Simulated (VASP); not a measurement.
# Nd2ScCl2 (Cmmm) in VASP: single point with PBE

Aim: the single point of Nd2ScCl2 with PBE.

Everything below comes from runs of VASP 6.6.1. Logs are shortened: lines on timing, memory, paths and dates and some standing lists are left out, and cuts for length are marked.

## Step 1: The cell of the first run

Symmetry: Cmmm, No. 65, orthorhombic system. Conventional cell: a = 3.918 Å, b = 17.065 Å, c = 3.982 Å, α = 90.00°, β = 90.00°, γ = 90.00°. Within 4.1 Å of Nd (site symmetry m2m) lie 4 Cl at 2.88 Å and 4 Sc at 3.44 Å and 5 Nd at 3.92 to 4.02 Å. Sc (site symmetry mmm) has 2 Cl at 2.72 Å and 8 Nd at 3.44 Å within 3.6 Å. Within 3.7 Å of Cl (site symmetry m2m) lie 1 Sc at 2.72 Å and 4 Nd at 2.88 Å and 2 Cl at 3.65 Å.

The cell was built from a structure type or drawn by symmetry, and may not be a known phase.

## Step 2: Single point, PBE

Input file INCAR:

```
PREC = Accurate
ENCUT = 500
EDIFF = 1E-6
ISMEAR = 0
SIGMA = 0.1
LREAL = F
LASPH = T
NELM = 200
ALGO = Normal
ISIF = 2
LWAVE = F
LCHARG = T
GGA = PE
LELF = T
LVHAR = T
NBANDS = 32
GGA_COMPAT = F
LMAXMIX = 6
```

Input file KPOINTS:

```
Automatic mesh
0
Gamma
  10 10 10
```

Input file POSCAR:

```
Nd2ScCl2
1.0
    1.9591734094     -8.5324316464      0.0000000000
    1.9591734094      8.5324316464      0.0000000000
    0.0000000000      0.0000000000      3.9817995638
Nd Sc Cl
2 1 2
Direct
    0.3820941020      0.6179058980      0.5000000000
    0.6179058980      0.3820941020      0.5000000000
    0.0000000000      0.0000000000      0.0000000000
    0.1596087759      0.8403912241      0.0000000000
    0.8403912241      0.1596087759      0.0000000000
```

Potentials or basis: VASP PAW PBE potentials, release 64 (Nd_3, Sc_sv, Cl), 4f in core.

Launch:

```bash
$ cat potpaw_PBE.64/Nd_3/POTCAR potpaw_PBE.64/Sc_sv/POTCAR potpaw_PBE.64/Cl/POTCAR > POTCAR
$ mpirun -np 1 vasp_std > vasp.out
```

OUTCAR:

```text
PREC = Accurate
   ENCUT = 500
   EDIFF = 1E-6
   ISMEAR = 0
   LREAL = F
   LASPH = T
   NELM = 200
   ISIF = 2
   GGA = PE

 ion  position               nearest neighbor table
   1  0.382  0.618  0.500-   5 2.88   5 2.88   5 2.88   5 2.88   3 3.44   3 3.44   3 3.44   3 3.44

   2  0.618  0.382  0.500-   4 2.88   4 2.88   4 2.88   4 2.88   3 3.44   3 3.44   3 3.44   3 3.44

   3  0.000  0.000  0.000-   4 2.72   5 2.72   1 3.44   1 3.44   2 3.44   2 3.44   2 3.44   2 3.44
                             1 3.44   1 3.44
   4  0.160  0.840  0.000-   3 2.72   2 2.88   2 2.88   2 2.88   2 2.88
   5  0.840  0.160  0.000-   3 2.72   1 2.88   1 2.88   1 2.88   1 2.88

  LATTYP: Found a base centered orthorhombic cell.
 ALAT       =     3.9183468188
 B/A-ratio  =     4.3551181358
 C/A-ratio  =     1.0161937541

  Lattice vectors:

 A1 = (   1.9591734094,  -8.5324316464,   0.0000000000)
 A2 = (   1.9591734094,   8.5324316464,   0.0000000000)
 A3 = (   0.0000000000,   0.0000000000,   3.9817995638)

Analysis of symmetry for initial positions (statically):
=====================================================================
 Subroutine PRICEL returns:
 Original cell was already a primitive cell.

 Routine SETGRP: Setting up the symmetry group for a
 base centered orthorhombic supercell.

 Subroutine GETGRP returns: Found  8 space group operations
 (whereof  8 operations were pure point group operations)
 out of a pool of  8 trial point group operations.

The static configuration has the point symmetry D_2h.

Analysis of symmetry for dynamics (positions and initial velocities):
=====================================================================
 Subroutine PRICEL returns:
 Original cell was already a primitive cell.

 Routine SETGRP: Setting up the symmetry group for a
 base centered orthorhombic supercell.

 Subroutine GETGRP returns: Found  8 space group operations
 (whereof  8 operations were pure point group operations)
 out of a pool of  8 trial point group operations.

The dynamic configuration has the point symmetry D_2h.

 Subroutine INISYM returns: Found  8 space group operations
 (whereof  8 operations are pure point group operations),
 and found     1 'primitive' translations

----------------------------------------------------------------------------------------

                                     Primitive cell

  volume of cell :     133.1236

  direct lattice vectors                    reciprocal lattice vectors
     1.959173409 -8.532431646  0.000000000     0.255209670 -0.058599942  0.000000000
     1.959173409  8.532431646  0.000000000     0.255209670  0.058599942  0.000000000
     0.000000000  0.000000000  3.981799564     0.000000000  0.000000000  0.251142727

  length of vectors
     8.754470301  8.754470301  3.981799564     0.261850967  0.261850967  0.251142727

  position of ions in fractional coordinates (direct lattice)
     0.382094102  0.617905898  0.500000000
     0.617905898  0.382094102  0.500000000
     0.000000000  0.000000000  0.000000000
     0.159608776  0.840391224  0.000000000
     0.840391224  0.159608776  0.000000000

  ion indices of the primitive-cell ions
   primitive index   ion index
                 1           1
                 2           2
                 3           3
                 4           4
                 5           5

----------------------------------------------------------------------------------------

 KPOINTS: Automatic mesh

Automatic generation of k-mesh.
 Grid dimensions read from file:
 generate k-points for:   10   10   10

 Generating k-lattice:

  Cartesian coordinates                     Fractional coordinates (reciprocal lattice)
     0.025520967 -0.005859994  0.000000000     0.100000000 -0.000000000  0.000000000
     0.025520967  0.005859994  0.000000000    -0.000000000  0.100000000  0.000000000
     0.000000000  0.000000000  0.025114273     0.000000000  0.000000000  0.100000000

  Length of vectors
     0.026185097  0.026185097  0.025114273

  Shift w.r.t. Gamma in fractional coordinates (k-lattice)
     0.000000000  0.000000000  0.000000000

 Subroutine IBZKPT returns following result:
 ===========================================

 Found    186 irreducible k-points:

 Following reciprocal coordinates:
            Coordinates               Weight
  0.000000  0.000000  0.000000      1.000000
  0.100000  0.000000  0.000000      4.000000
  0.200000  0.000000  0.000000      4.000000
  0.300000  0.000000  0.000000      4.000000
  0.400000 -0.000000  0.000000      4.000000
  0.500000 -0.000000  0.000000      2.000000
[... 16 lines left out ...]
  0.300000  0.300000  0.000000      2.000000
  0.400000  0.300000  0.000000      4.000000
 [... further k-points ...]
   k-points           NKPTS =    186   k-points in BZ     NKDIM =    186   number of bands    NBANDS=     32
   number of dos      NEDOS =    301   number of ions     NIONS =      5
   total plane-waves  NPLWV = 122880
   dimension x,y,z NGX =    64 NGY =   64 NGZ =   30
   dimension x,y,z NGXF=   128 NGYF=  128 NGZF=   60
   ions per type =               2   1   2
   NGX,Y,Z   is equivalent  to a cutoff of  12.15, 12.15, 12.53 a.u.
   NGXF,Y,Z  is equivalent  to a cutoff of  24.31, 24.31, 25.05 a.u.
 SYSTEM =  unknown system
   PREC   = accura    normal or accurate (medium, high low for compatibility)
   ISTART =      0    job   : 0-new  1-cont  2-samecut
   ICHARG =      2    charge: 1-file 2-atom 10-const
   ISPIN  =      1    spin polarized calculation?
   LNONCOLLINEAR =      F non collinear calculations
   LSORBIT =      F    spin-orbit coupling
   LASPH  =      T    aspherical Exc in radial PAW
   ENCUT  =  500.0 eV  36.75 Ry    6.06 a.u.  15.96 15.96  7.26*2*pi/ulx,y,z
   NELM   =    200;   NELMIN=  2; NELMDL= -5     # of ELM steps
   EDIFF  = 0.1E-05   stopping-criterion for ELM
   LREAL  =      F    real-space projection
   EDIFFG = 0.1E-04   stopping-criterion for IOM
   NSW    =      0    number of steps for IOM
   IBRION =     -1    ionic relax: 0-MD 1-quasi-New 2-CG
   NFREE  =      0    steps in history (QN), initial steepest desc. (CG)
   ISIF   =      2    stress and relaxation
   ISYM   =      2    0-nonsym 1-usesym 2-fastsym
   POTIM  = 0.5000    time-step for ionic-motion
   TEBEG  =    0.0;   TEEND  =   0.0 temperature during run
   PSTRESS=    0.0 pullay stress
   NELECT =      47.0000    total number of electrons
   NUPDOWN=      -1.0000    fix difference up-down
   EMIN   =  10.00;   EMAX   =-10.00  energy-range for DOS
   EFERMI =   0.00;   METHOD = LEGACY
   ISMEAR =     0;   SIGMA  =   0.10  broadening in eV -4-tet -1-fermi 0-gaus
   EFERMI_NEDOS =   21; number of points for ismear=-14 and -15
   IALGO  =     38    algorithm
   IMIX   =      4    mixing-type and parameters
     AMIX     =   0.40;   BMIX     =  1.00
     AMIX_MAG =   1.60;   BMIX_MAG =  1.00
  volume/ion in A,a.u.               =      26.62       179.67
  Fermi-wavevector in a.u.,A,eV,Ry     =   1.157060  2.186526 18.215304  1.338787
  Thomas-Fermi vector in A             =   2.293674
   LORBIT       =      0    0 simple, 1 ext, 2 COOP (PROOUT), +10 PAW based schemes
   GGA     = PE    functional components
   LHFCALC =     F    Hartree Fock is set to
   AEXX    =    0.0000 exact exchange contribution
   IVDW    =     0    specifies the selected vdW correction
   LEPSILON=     F    determine dielectric tensor
   LRPA    =     F    only Hartree local field effects (RPA)
 non-spin polarized calculation
 Gauss-broadening in eV      SIGMA  =   0.10
  energy-cutoff  :      500.00
  volume of cell :      133.12
 maximum number of plane-waves:      3413
   NGX = 31   NGY = 31   NGZ = 15

 number of electron      47.0000000 magnetization

 Free energy of the ion-electron system (eV)
  ---------------------------------------------------
  ext. energy  EPLUGINS =         0.00000000
  ---------------------------------------------------
  free energy    TOTEN  =       -24.59839130 eV

  energy without entropy =      -24.57953607  energy(sigma->0) =      -24.58896369

 E-fermi :   4.8986     XC(G=0):  -9.5902

 val. band max:        4.8946336879   @ k =  -0.4000   0.2000   0.5000
 cond. band min:       4.9002978769   @ k =   0.3000   0.3000   0.1000
 fundamental gap:      0.0056641890
 Fermi energy:         4.8986163534

 k-point     1 :       0.0000    0.0000    0.0000
  band No.  band energies     occupation
      1     -44.7606      2.00000
      2     -33.5600      2.00000
      3     -33.5539      2.00000
      4     -23.5494      2.00000
      5     -23.3329      2.00000
      6     -23.3170      2.00000
[... 24 lines left out ...]
     31       6.5879      0.00000
     32       6.6756      0.00000

 k-point     2 :       0.1000    0.0000    0.0000
  band No.  band energies     occupation
      1     -44.7604      2.00000
      2     -33.5579      2.00000
      3     -33.5518      2.00000
      4     -23.5494      2.00000
      5     -23.3326      2.00000
      6     -23.3200      2.00000
[... 24 lines left out ...]
     31       6.7426      0.00000
     32       7.0072      0.00000

 k-point     3 :       0.2000    0.0000    0.0000
  band No.  band energies     occupation
      1     -44.7600      2.00000
      2     -33.5523      2.00000
      3     -33.5462      2.00000
      4     -23.5495      2.00000
      5     -23.3317      2.00000
      6     -23.3279      2.00000
[... 24 lines left out ...]
     31       7.1974      0.00000
     32       7.2405      0.00000

 k-point     4 :       0.3000    0.0000    0.0000
  band No.  band energies     occupation
      1     -44.7595      2.00000
      2     -33.5453      2.00000
      3     -33.5392      2.00000
      4     -23.5495      2.00000
      5     -23.3376      2.00000
      6     -23.3306      2.00000
[... 24 lines left out ...]
     31       6.8843      0.00000
     32       7.4763      0.00000

 k-point     5 :       0.4000   -0.0000    0.0000
  band No.  band energies     occupation
      1     -44.7590      2.00000
      2     -33.5396      2.00000
      3     -33.5336      2.00000
      4     -23.5496      2.00000
      5     -23.3455      2.00000
      6     -23.3297      2.00000
[... 584 lines left out ...]
     31       6.9071      0.00000
     32       7.0037      0.00000

 k-point    22 :      -0.2000    0.2000    0.0000
  band No.  band energies     occupation
      1     -44.7606      2.00000
      2     -33.5598      2.00000
      3     -33.5542      2.00000
      4     -23.5494      2.00000
      5     -23.3329      2.00000
      6     -23.3170      2.00000
[... 24 lines left out ...]
     31       6.6966      0.00000
     32       6.7566      0.00000

 k-point    23 :       0.3000    0.3000    0.0000
  band No.  band energies     occupation
      1     -44.7590      2.00000
      2     -33.5394      2.00000
      3     -33.5337      2.00000
      4     -23.5496      2.00000
      5     -23.3455      2.00000
      6     -23.3297      2.00000
[... 24 lines left out ...]
     31       7.3440      0.00000
     32       7.5696      0.00000

 k-point    24 :       0.4000    0.3000    0.0000
  band No.  band energies     occupation
      1     -44.7595      2.00000
      2     -33.5449      2.00000
      3     -33.5396      2.00000
      4     -23.5495      2.00000
      5     -23.3376      2.00000
      6     -23.3306      2.00000
[... 24 lines left out ...]
     31       7.0598      0.00000
     32       7.3081      0.00000

 [... further k-points ...]

------------------------ aborting loop because EDIFF is reached ----------------------------------------

  FORCE on cell =-STRESS in cart. coord.  units (eV):
  Direction    XX          YY          ZZ          XY          YZ          ZX
  --------------------------------------------------------------------------------------
  -------------------------------------------------------------------------------------
  Total        0.1505989      0.1017051      0.1552019      0.0000000      0.0000000      0.0000000
  in kB        1.8124974      1.2240477      1.8678952      0.0000000      0.0000000      0.0000000
  external PRESSURE =       1.6348134 kB  Pullay stress =       0.0000000 kB

 VOLUME and BASIS-vectors are now :
 -----------------------------------------------------------------------------
  energy-cutoff  :      500.00
  volume of cell :      133.12
      direct lattice vectors                 reciprocal lattice vectors
     1.959173409 -8.532431646  0.000000000     0.255209670 -0.058599942  0.000000000
     1.959173409  8.532431646  0.000000000     0.255209670  0.058599942  0.000000000
     0.000000000  0.000000000  3.981799564     0.000000000  0.000000000  0.251142727

 POSITION                                       TOTAL-FORCE (eV/Angst)
 -----------------------------------------------------------------------------------
      1.95917      2.01205      1.99090        -0.000000      0.027481      0.000000
      1.95917     -2.01205      1.99090        -0.000000     -0.027481     -0.000000
      0.00000      0.00000      0.00000         0.000000      0.000000     -0.000000
      1.95917      5.80873      0.00000        -0.000000     -0.011723      0.000000
      1.95917     -5.80873      0.00000        -0.000000      0.011723     -0.000000
 -----------------------------------------------------------------------------------
    total drift:                               -0.000000     -0.000000      0.000000

  FREE ENERGIE OF THE ION-ELECTRON SYSTEM (eV)
  ---------------------------------------------------
  free  energy   TOTEN  =       -24.5983913011 eV

  energy  without entropy=      -24.5795360725  energy(sigma->0) =      -24.58896369
```

Run time: 9.8 min. Hardware: 1 thread of Intel Xeon 6975P-C (Granite Rapids), shared host; peak memory 0.85 GiB.

What came out:

| Property | Result |
| --- | --- |
| Free energy | -24.5984 eV |
| Pressure | 0.2 GPa |
| Largest force | 0.027 eV/Å |
| Band gap on the k mesh | zero (an odd number of electrons rules out a gap without spin polarisation) |

Forces on the atoms (eV/Å):
```
Nd   0.000  0.027  0.000
Nd   0.000 -0.027  0.000
Sc   0.000  0.000  0.000
Cl   0.000 -0.012  0.000
Cl   0.000  0.012  0.000
```

Caveat: spin-orbit coupling is left out, which moves the levels of the heavy elements; the 4f electrons are frozen in the core, so they carry no moment and show no levels; an odd number of electrons without spin polarisation forces a metal; a magnetic or distorted state may lie lower; the run has no spin polarisation, though such a crystal can be magnetic. Spin polarisation is off, so any magnetic state and its effect on volume and gap are missing.
